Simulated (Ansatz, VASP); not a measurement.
CaS in VASP and in Ansatz

```xyz
2
Lattice="0.0000 2.8524 2.8524 2.8524 0.0000 2.8524 2.8524 2.8524 0.0000" Properties=species:S:1:pos:R:3 pbc="T T T"
Ca    0.0000    0.0000    0.0000
S     2.8524    2.8524    2.8524
```

Alike in both runs: task single point; functional PBE; dispersion D3(BJ); k mesh 4 × 4 × 4; occupations gaussian, width 0.1 eV; no spin polarisation.

```csv
,VASP,Ansatz
version,VASP 6.6.1,Ansatz 0.2.0
potentials or method,"VASP PAW PBE potentials, release 64 (Ca_sv, S), cutoff 500 eV","scalar-relativistic, plane waves, PAW"
valence electrons in the cell,16,16
```

```tsv
	VASP	Ansatz	Ansatz less VASP
gap on the k mesh at the Fermi level (eV)	2.36	2.37	+0.005
least direct gap on the mesh (eV)	3.16	3.17	+0.005
pressure (GPa)	-1.9	-2.1	-0.15
```

The k mesh is coarse, so the values compare programs but aren't converged.
